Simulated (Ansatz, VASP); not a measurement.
**InSe in VASP and in Ansatz**

INCAR

```
PREC     = Accurate       # precision mode
ENCUT    = 520            # plane-wave cutoff, eV
EDIFF    = 1E-6           # SCF threshold, eV
ISMEAR   = 0              # smearing method
SIGMA    = 0.05           # smearing width, eV
LREAL    = F              # projectors in reciprocal space
LASPH    = T              # aspherical terms in the spheres
NELM     = 80             # most SCF steps
ALGO     = Normal         # electronic algorithm
ISIF     = 2              # what is computed and relaxed
LWAVE    = F              # write WAVECAR
LCHARG   = F              # write CHGCAR
LDIPOL   = T            
IDIPOL   = 3            
DIPOL    = 0.5 0.5 0.405
GGA      = PE             # functional
IVDW     = 12             # dispersion correction
NBANDS   = 48             # bands
```

KPOINTS

```
Automatic mesh
0
Gamma
  9 9 1
```

The input POSCAR:

```
InSe
1.0
    4.0266104195      0.0000000000      0.0000000000
   -2.0133052098      3.4871469144      0.0000000000
    0.0000000000      0.0000000000     28.2707101099
Se In
4 4
Direct
    0.0000000000      0.0000000000      0.1591753438
    0.0000000000      0.0000000000      0.3496677309
    0.0000000000      0.4444444444      0.4596755796
    0.0000000000      0.4444444444      0.6501679667
    0.6666666667      0.3333333333      0.2049979929
    0.6666666667      0.3333333333      0.3038451626
   -0.6666666667      0.1111111111      0.5054982288
   -0.6666666667      0.1111111111      0.6043453984
```

Input for Ansatz:

```yaml
crystal:
  lattice:
    - [4.0266103962, 0.0, 0.0]
    - [-2.0133051981, 3.4871468942, 0.0]
    - [0.0, 0.0, 28.270710502]
  atoms:
    - { symbol: Se, position: [0.0, 0.0, 0.1591753415] }
    - { symbol: In, position: [0.6666666667, 0.3333333333, 0.204997989] }
    - { symbol: In, position: [0.6666666667, 0.3333333333, 0.3038451602] }
    - { symbol: Se, position: [0.0, 0.0, 0.349667733] }
    - { symbol: Se, position: [0.0, 0.4444444444, 0.4596755801] }
    - { symbol: In, position: [-0.6666666667, 0.1111111111, 0.5054982276] }
    - { symbol: In, position: [-0.6666666667, 0.1111111111, 0.6043453988] }
    - { symbol: Se, position: [0.0, 0.4444444444, 0.6501679716] }
basis:
  ecutwfc: 420
kpoints:
  mp_grid: { grid: [9, 9, 1] }
hamiltonian:
  xc: pbe
  pseudopotentials: { kind: paw, azcp: { folder: soft_1 } }
  dispersion: d3bj
scf:
  occupations: { method: gaussian, width: 0.05 }
output:
  forces: true
  eigenvalues: true
efield:
  axis: 3
  dipole_correction: true
  ramp_width: 0.04
```

Alike in both runs: task single point; functional PBE; dispersion D3(BJ); k mesh 9 × 9 × 1; occupations gaussian, width 0.05 eV; no spin polarisation.

|  | VASP | Ansatz |
| --- | --- | --- |
| version | VASP 6.6.1 | Ansatz 0.2.0 |
| potentials or method | VASP PAW PBE potentials, release 64 (Se, In_d), cutoff 520 eV | scalar-relativistic, plane waves, PAW |
| valence electrons in the cell | 76 | 116 |

VASP gave:

| Quantity | Value |
| --- | --- |
| gap on the k mesh at the Fermi level (eV) | 1.07 |
| least direct gap on the mesh (eV) | 1.13 |
| rms of the force components (eV/Å) | 0.016 |

Task: Which values does Ansatz return?

Result: gap on the k mesh at the Fermi level (eV): 1.08; least direct gap on the mesh (eV): 1.14; rms of the force components (eV/Å): 0.018.

VASP's potentials hold 76 valence electrons a cell and Ansatz's 116, so a difference there can come from the potentials and not from the codes.
